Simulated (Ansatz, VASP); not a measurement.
**BN in VASP and in Ansatz**

```
B N
1.0
     1.64382   -4.71554    0.00000
     1.64382    4.71554    0.00000
    -1.19293    0.00000    4.18174
B N
4 4
Direct
  0.43440 0.56643 0.00020
  0.56643 0.43440 0.50020
  0.17700 0.56420 0.49182
  0.56420 0.17700 0.99182
  0.38574 0.77834 0.84078
  0.77834 0.38574 0.34078
  0.37991 0.51179 0.32109
  0.51179 0.37991 0.82109
```

Alike in both runs: task single point; functional LDA; k mesh 6 × 6 × 4; no spin polarisation.

|  | VASP | Ansatz |
| --- | --- | --- |
| version | VASP 6.6.1 | Ansatz 0.2.0 |
| potentials or method | VASP PAW LDA potentials, release 64 (B, N) | plane waves, PAW |
| plane-wave cutoff (eV) | 600 | 420 |
| occupations | gaussian, width 0.01 eV | fixed |
| valence electrons in the cell | 32 | 32 |

```tsv
	VASP	Ansatz	Ansatz less VASP
gap on the k mesh at the Fermi level (eV)	3.41	3.43	+0.012
```

LDA's correlation is that of Perdew and Zunger in VASP and of Perdew and Wang (1992) in Ansatz.
